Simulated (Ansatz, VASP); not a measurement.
## CdF2 in VASP and in Ansatz

```
Cd F
1.0
     0.00000    2.69400    2.69400
     2.69400    0.00000    2.69400
     2.69400    2.69400    0.00000
Cd F
1 2
Direct
  0.00464 0.99536 0.00464
  0.25000 0.25000 0.25000
  0.75000 0.75000 0.75000
```

Change from the starting cell: all Cd atoms moved +0.025 Å, as atom 1 along Cartesian [0 1 0].

Alike in both runs: task single point; functional r2SCAN; k mesh 8 × 8 × 8; occupations gaussian, width 0.05 eV; no spin polarisation.

|  | VASP | Ansatz |
| --- | --- | --- |
| version | VASP 6.6.1 | Ansatz 0.2.0 |
| potentials or method | VASP PAW PBE potentials, release 64 (Cd, F), cutoff 520 eV | scalar-relativistic, plane waves, PAW |
| valence electrons in the cell | 26 | 34 |

|  | VASP | Ansatz | Ansatz less VASP |
| --- | --- | --- | --- |
| gap on the k mesh at the Fermi level (eV) | 3.75 | 3.79 | +0.044 |
| least direct gap on the mesh (eV) | 4.25 | 4.31 | +0.053 |
| pressure (GPa) | 1.1 | 0.1 | -0.99 |
| rms of the force components (eV/Å) | 0.061 | 0.054 | -0.0073 |

VASP's potentials were made for PBE, not for r2SCAN. Atom by atom the forces differ by 0.007 eV/Å (rms over components). VASP's potentials hold 26 valence electrons a cell and Ansatz's 34, so a difference there can come from the potentials and not from the codes.
